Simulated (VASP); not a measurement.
# TmI4 (Cmmm) in VASP: vibrations by perturbation theory with PBE

Aim: the vibrations by perturbation theory of TmI4 with PBE.

All numbers are computed with VASP 6.6.1; they aren't measurements. Logs are shortened: lines on timing, memory, paths and dates and some standing lists are left out, and cuts for length are marked.

## Step 1: The cell of the first run

It takes space group Cmmm (No. 65, orthorhombic). The conventional cell has a = 10.687 Å, b = 11.342 Å, c = 4.020 Å, α = 90.00°, β = 90.00°, γ = 90.00°. Within 4.1 Å of Tm (site symmetry mmm) lie 6 I at 2.98 to 3.00 Å and 2 Tm at 4.02 Å. I (site symmetry m2m) has 2 Tm at 2.98 Å and 11 I at 4.02 to 4.65 Å within 4.7 Å. I (site symmetry 2mm) has 1 Tm at 3.00 Å and 6 I at 4.02 to 4.23 Å within 4.3 Å.

## Step 2: Vibrations by perturbation theory, PBE

Contents of INCAR:

```
ALGO = Normal ; EDIFF = 1E-8
ENCUT = 500 ; GGA = PE
GGA_COMPAT = False ; IBRION = 8
ISIF = 2 ; ISMEAR = 0
KPAR = 4 ; LASPH = True
LCHARG = False ; LMAXMIX = 6
LREAL = False ; LWAVE = False
NBANDS = 26 ; NELM = 200
NSW = 1 ; PREC = Accurate
SIGMA = 0.1
```

Contents of KPOINTS:

```
k-points
0
Gamma
  4 4 8
```

Contents of POSCAR:

```
TmI4
1.0
    5.3434335203     -5.6712057549      0.0000000000
    5.3434335203      5.6712057549      0.0000000000
    0.0000000000      0.0000000000      4.0198494793
Tm I
1 4
Direct
    0.0000000000      0.0000000000      0.0000000000
    0.8059812546      0.1940187454      0.5000000000
    0.1940187454      0.8059812546      0.5000000000
    0.2803069305      0.2803069305      0.0000000000
    0.7196930695      0.7196930695      0.0000000000
```

Potentials or basis: VASP PAW PBE potentials, release 64 (Tm_3, I), 4f in core.

Started as:

```
cat potpaw_PBE.64/Tm_3/POTCAR potpaw_PBE.64/I/POTCAR > POTCAR
mpirun -np 4 vasp_std > vasp.out
```

OUTCAR:

```text
EDIFF = 1E-8
   ENCUT = 500
   GGA = PE
   IBRION = 8
   ISIF = 2
   ISMEAR = 0
   LASPH = True
   LREAL = False
   NELM = 200
   NSW = 1
   PREC = Accurate

 ion  position               nearest neighbor table
   1  0.000  0.000  0.000-   2 2.98   3 2.98   2 2.98   3 2.98   4 3.00   5 3.00
   2  0.806  0.194  0.500-   1 2.98   1 2.98
   3  0.194  0.806  0.500-   1 2.98   1 2.98
   4  0.280  0.280  0.000-   1 3.00
   5  0.720  0.720  0.000-   1 3.00

  LATTYP: Found a base centered orthorhombic cell.
 ALAT       =    10.6868670406
 B/A-ratio  =     1.0613411271
 C/A-ratio  =     0.3761485442

  Lattice vectors:

 A1 = (   5.3434335203,  -5.6712057549,   0.0000000000)
 A2 = (   5.3434335203,   5.6712057549,   0.0000000000)
 A3 = (   0.0000000000,   0.0000000000,   4.0198494793)

Analysis of symmetry for initial positions (statically):
=====================================================================
 Subroutine PRICEL returns:
 Original cell was already a primitive cell.

 Routine SETGRP: Setting up the symmetry group for a
 base centered orthorhombic supercell.

 Subroutine GETGRP returns: Found  8 space group operations
 (whereof  8 operations were pure point group operations)
 out of a pool of  8 trial point group operations.

The static configuration has the point symmetry D_2h.

Analysis of symmetry for dynamics (positions and initial velocities):
=====================================================================
 Subroutine PRICEL returns:
 Original cell was already a primitive cell.

 Routine SETGRP: Setting up the symmetry group for a
 base centered orthorhombic supercell.

 Subroutine GETGRP returns: Found  8 space group operations
 (whereof  8 operations were pure point group operations)
 out of a pool of  8 trial point group operations.

The dynamic configuration has the point symmetry D_2h.

 Subroutine INISYM returns: Found  8 space group operations
 (whereof  8 operations are pure point group operations),
 and found     1 'primitive' translations

----------------------------------------------------------------------------------------

                                     Primitive cell

  volume of cell :     243.6327

  direct lattice vectors                    reciprocal lattice vectors
     5.343433520 -5.671205755  0.000000000     0.093572793 -0.088164673  0.000000000
     5.343433520  5.671205755  0.000000000     0.093572793  0.088164673  0.000000000
     0.000000000  0.000000000  4.019849479     0.000000000  0.000000000  0.248765533

  length of vectors
     7.791973851  7.791973851  4.019849479     0.128564681  0.128564681  0.248765533

  position of ions in fractional coordinates (direct lattice)
[... 846 lines left out ...]
  -------------------------------------------------------------------------------------
  Total        0.1384174      0.1552661      0.1146670      0.0000000      0.0000000      0.0000000
  in kB        0.9102606      1.0210610      0.7540729      0.0000000      0.0000000      0.0000000
  external PRESSURE =       0.8951315 kB  Pullay stress =       0.0000000 kB

 VOLUME and BASIS-vectors are now :
 -----------------------------------------------------------------------------
  energy-cutoff  :      500.00
  volume of cell :      243.63
      direct lattice vectors                 reciprocal lattice vectors
     5.343433520 -5.671205755  0.000000000     0.093572793 -0.088164673  0.000000000
     5.343433520  5.671205755  0.000000000     0.093572793  0.088164673  0.000000000
     0.000000000  0.000000000  4.019849479     0.000000000  0.000000000  0.248765533

 POSITION                                       TOTAL-FORCE (eV/Angst)
 -----------------------------------------------------------------------------------
      0.00000      0.00000      0.00000         0.000000     -0.000000      0.000000
      5.34343     -3.47057      2.00992         0.000000      0.032610      0.000000
      5.34343      3.47057      2.00992         0.000000     -0.032610     -0.000000
      2.99560      0.00000      0.00000         0.021760      0.000000     -0.000000
      7.69126      0.00000      0.00000        -0.021760      0.000000      0.000000
 -----------------------------------------------------------------------------------
    total drift:                                0.000000     -0.000000      0.000000

  FREE ENERGIE OF THE ION-ELECTRON SYSTEM (eV)
  ---------------------------------------------------
  free  energy   TOTEN  =       -15.3734380260 eV

  energy  without entropy=      -15.3407751506  energy(sigma->0) =      -15.35710659

[... ionic steps 2 to 12 ...]

--------------------------------------- Ionic step       13  -------------------------------------------

------------------------ aborting loop because EDIFF is reached ----------------------------------------

--------------------------------------- Ionic step       14  -------------------------------------------

------------------------ aborting loop because EDIFF is reached ----------------------------------------

--------------------------------------- Ionic step       15  -------------------------------------------

 Free energy of the ion-electron system (eV)
  ---------------------------------------------------
  ---------------------------------------------------
  free energy    TOTEN  =        -0.07663159 eV

  energy without entropy =       -0.07663160

------------------------ aborting loop because EDIFF is reached ----------------------------------------

 INTERNAL STRAIN TENSOR  FOR ION    4  DIRECTION 3   (eV/Angst):
 -----------------------------------------------------------------------------
    -0.00083  0.00000 -1.03186
     0.00000  0.00714  0.00000
    -1.17458  0.00000  0.00626

 INTERNAL STRAIN TENSOR FOR ION    5 for displacements in x,y,z  (eV/Angst):
          X           Y           Z          XY          YZ          ZX
  --------------------------------------------------------------------------------
  x    11.79453     1.41622     2.87277     0.00000     0.00000     0.00000
  y     0.00000     0.00000     0.00000     0.99591     0.00000     0.00000
  z     0.00000     0.00000     0.00000     0.00000     0.00000     1.03186

 SECOND DERIVATIVES (NOT SYMMETRIZED)
 ------------------------------------
               1X          1Y          1Z          2X          2Y          2Z          3X          3Y          3Z          4X          4Y          4Z          5X          5Y          5Z
  1X    -4.290763    0.000000    0.000000   -0.173592    0.000000    0.000000   -0.173592    0.000000    0.000000    2.318973    0.000000    0.000000    2.318973    0.000000    0.000000
  1Y     0.000000   -7.796971    0.000000    0.000000    4.065625    0.000000    0.000000    4.065625    0.000000    0.000000   -0.167140    0.000000    0.000000   -0.167140    0.000000
  1Z     0.000000    0.000000   -3.698259    0.000000    0.000000    1.911961    0.000000    0.000000    1.911961    0.000000    0.000000   -0.062832    0.000000    0.000000   -0.062832
  2X    -0.174754    0.000000    0.000000   -0.641650    0.000000    0.000000    0.102041    0.000000    0.000000    0.357182   -0.279064    0.000000    0.357182    0.279064    0.000000
  2Y     0.000000    4.052710    0.000000    0.000000   -5.198827    0.000000    0.000000    0.718492    0.000000   -0.450207    0.213813    0.000000    0.450207    0.213813    0.000000
  2Z     0.000000    0.000000    1.914188    0.000000    0.000000   -2.806443    0.000000    0.000000    0.453385    0.000000    0.000000    0.219435    0.000000    0.000000    0.219435
  3X    -0.174754    0.000000    0.000000    0.102041    0.000000    0.000000   -0.641650    0.000000    0.000000    0.357182    0.279064    0.000000    0.357182   -0.279064    0.000000
  3Y     0.000000    4.052710    0.000000    0.000000    0.718492    0.000000    0.000000   -5.198827    0.000000    0.450207    0.213813    0.000000   -0.450207    0.213813    0.000000
  3Z     0.000000    0.000000    1.914188    0.000000    0.000000    0.453385    0.000000    0.000000   -2.806443    0.000000    0.000000    0.219435    0.000000    0.000000    0.219435
  4X     2.314395    0.000000    0.000000    0.360183   -0.452399    0.000000    0.360183    0.452399    0.000000   -3.572757    0.000000    0.000000    0.537996    0.000000    0.000000
  4Y     0.000000   -0.160739    0.000000   -0.280848    0.208127    0.000000    0.280848    0.208127    0.000000    0.000000   -0.372708    0.000000    0.000000    0.117192    0.000000
  4Z     0.000000    0.000000   -0.059791    0.000000    0.000000    0.219511    0.000000    0.000000    0.219511    0.000000    0.000000   -0.416980    0.000000    0.000000    0.037749
  5X     2.314395    0.000000    0.000000    0.360183    0.452399    0.000000    0.360183   -0.452399    0.000000    0.537996    0.000000    0.000000   -3.572757    0.000000    0.000000
  5Y     0.000000   -0.160739    0.000000    0.280848    0.208127    0.000000   -0.280848    0.208127    0.000000    0.000000    0.117192    0.000000    0.000000   -0.372708    0.000000
  5Z     0.000000    0.000000   -0.059791    0.000000    0.000000    0.219511    0.000000    0.000000    0.219511    0.000000    0.000000    0.037749    0.000000    0.000000   -0.416980

 Eigenvectors and eigenvalues of the dynamical matrix
 ----------------------------------------------------

   1 f  =    4.434344 THz    27.861807 2PiTHz  147.913805 cm-1    18.338966 meV
             X         Y         Z           dx          dy          dz
      0.000000  0.000000  0.000000     0.000000    0.752789   -0.000000
      5.343434 -3.470565  2.009925     0.000000   -0.464465   -0.000000
      5.343434  3.470565  2.009925     0.000000   -0.464465   -0.000000
      2.995603  0.000000  0.000000    -0.000000    0.030432    0.000000
      7.691264  0.000000  0.000000    -0.000000    0.030432    0.000000
[... 105 lines left out ...]
  15 f/i=    0.004763 THz     0.029929 2PiTHz    0.158887 cm-1     0.019699 meV
             X         Y         Z           dx          dy          dz
      0.000000  0.000000  0.000000    -0.497615   -0.000000    0.000000
      5.343434 -3.470565  2.009925    -0.435260   -0.000000    0.000000
      5.343434  3.470565  2.009925    -0.435260   -0.000000    0.000000
      2.995603  0.000000  0.000000    -0.432132   -0.000000    0.000000
      7.691264  0.000000  0.000000    -0.432132   -0.000000    0.000000

--------------------------------------------------------------------------------------------------------

 ELASTIC MODULI CONTR FROM IONIC RELAXATION (kBar)
 Direction    XX          YY          ZZ          XY          YZ          ZX
 --------------------------------------------------------------------------------
 XX        -445.0964    -51.6271   -107.5005     -0.0000     -0.0000     -0.0000
 YY         -51.6271   -363.9848   -191.8260     -0.0000      0.0000     -0.0000
 ZZ        -107.5005   -191.8260   -115.8219     -0.0000      0.0000     -0.0000
 XY          -0.0000     -0.0000     -0.0000    -31.1099      0.0000     -0.0000
 YZ          -0.0000      0.0000      0.0000      0.0000   -172.5662      0.0000
 ZX          -0.0000     -0.0000     -0.0000     -0.0000      0.0000    -30.7958
 --------------------------------------------------------------------------------
```

Wall time 14 min (4 MPI ranks of Intel Xeon 6975P-C (Granite Rapids), shared host); peak memory 0.9 GiB.

Results:

- Highest phonon frequency at Γ, LO-TO splitting left out: 148 cm⁻¹

Phonon frequencies in cm⁻¹ (negative: imaginary):
```csv
q point,frequencies
"(0.000, 0.000, 0.000)",0 0 0 10 29 31 35 40 51 84 89 103 114 116 148
```

Caveat: spin-orbit coupling is left out, which moves the levels of the heavy elements; this functional lacks dispersion, which binds layers or chains, so the pressure and a relaxed spacing across them are unreliable; the 4f electrons are frozen in the core, so they carry no moment and show no levels; the run has no spin polarisation, though such a crystal can be magnetic.
